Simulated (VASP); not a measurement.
A run of VASP 6.6.1:

INCAR

```
SYSTEM = Be16C
PREC = Accurate
ENCUT = 520
EDIFF = 1E-6
ISMEAR = 0
SIGMA = 0.1
LREAL = Auto
LASPH = .TRUE.
NELM = 80
ALGO = Normal
ISIF = 2
LWAVE = .FALSE.
LCHARG = .TRUE.
GGA = PE
LELF = .TRUE.
LVHAR = .TRUE.
NBANDS = 32
```

File KPOINTS:

```
Automatic mesh
0
G
  4 4 3
  0 0 0
```

File POSCAR:

```
Be16C
1.0
   -2.2900000000     -3.9663960000      0.0000000000
    3.4350000000     -1.9831980000      0.0000000000
    0.0000000000      0.0000000000      7.1768600000
Be C
16 1
Direct
    0.7500049449      0.4787718556      0.0037786720
    0.4966029170      0.3328453217      0.2498263865
    0.7500655299      0.4792698875      0.4950538258
    0.4455225293      0.3657043936      0.7501474182
    0.4969124311      0.0003285203     -0.0053177852
    0.2500232999      0.8406420253      0.2499604284
    0.4970684052      0.0007547738      0.5051238285
    0.2500229741      0.8248822738      0.7499615431
    0.2499812917      0.5284143109      0.0075367222
    0.0034610715      0.3328538148      0.2498071580
    0.2501099836      0.5285693923      0.4925681983
    0.0544894080      0.3658648455      0.7499901071
    0.0031399893      0.0003905606     -0.0053616763
    0.7500294668      0.8338315805      0.2495715396
    0.0029619958      0.0007021748      0.5051328854
    0.7499599054      0.7514958321      0.7493600265
    0.7500541288      0.1712689825      0.7495648515
```

Potentials or basis: VASP PAW PBE potentials, release 64 (Be, C).

The run is started by

```bash
$ cat potpaw_PBE.64/Be/POTCAR potpaw_PBE.64/C/POTCAR > POTCAR
$ mpirun -np 1 vasp_std > vasp.out
```

Hardware: 1 thread of AMD EPYC 9R45 96-Core Processor (Zen 5), with other jobs on the host.

Question: How long does it take, and how much memory?

Answer: It took 77 s on 1 thread of AMD EPYC 9R45 96-Core Processor (Zen 5) (shared host), peak memory 0.22 GiB. Counts: scf iterations 14, k points 26.
